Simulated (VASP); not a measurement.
## InSb: single point with r2SCAN

Crystal: InSb.

```
In Sb
1.0
     0.00000    3.33890    2.60434
     3.33890    0.00000    2.60434
     3.33890    3.33890    0.00000
In Sb
1 1
Direct
  0.00000 0.00000 0.00000
  0.50000 0.50000 0.50000
```

This cell differs from its parent crystal: ratio of the length along z to the lengths across it x 0.78, volume and fractional coordinates fixed.

```yaml
Program: VASP 6.6.1
Task: single point
Functional: r2SCAN
Potentials_or_basis: VASP PAW PBE potentials, release 64 (In_d, Sb)
Cutoff: 520 eV
k_mesh: 6 × 6 × 6
Occupations: gaussian, width 0.15 eV
Spin: no spin polarisation
```

* Pressure: 6.5 GPa
* Band gap on the k mesh: zero (bands 9 and 10 overlap by 3.74 eV)

Stress tensor (GPa, compression positive):
```
-4.75  0.00  0.00
 0.00 -4.75  0.00
 0.00  0.00 28.89
```

Levels at points of the mesh, in eV from the Fermi level:
| k point | band 5 | band 6 | band 7 | band 8 | band 9 | band 10 | band 11 | band 12 | band 13 | band 14 |
| --- | --- | --- | --- | --- | --- | --- | --- | --- | --- | --- |
| (0.00, 0.00, 0.00) | -15.38 | -11.60 | -2.07 | 0.31 | 0.62 | 0.62 | 4.17 | 4.17 | 6.35 | 6.35 |
| (0.50, 0.00, 0.00) | -15.39 | -9.86 | -7.04 | -0.38 | 0.01 | 1.40 | 1.68 | 5.24 | 5.28 | 9.35 |
| (0.50, 0.50, 0.00) | -15.39 | -8.25 | -4.79 | -3.87 | -3.12 | -3.12 | 2.87 | 8.25 | 8.25 | 10.46 |
| (0.50, 0.00, 0.50) | -15.38 | -9.70 | -4.78 | -3.37 | -2.14 | -0.47 | 4.18 | 5.15 | 9.50 | 9.69 |

It took 81 s on 1 thread of AMD EPYC 7R13, on a shared host, peak memory 0.18 GiB.

Caveat: the stress differs along the axes, from -5 to 29 GPa; the PAW data sets were made with another functional, which shifts forces and pressure a little; spin-orbit coupling is left out, which moves the levels of the heavy elements.
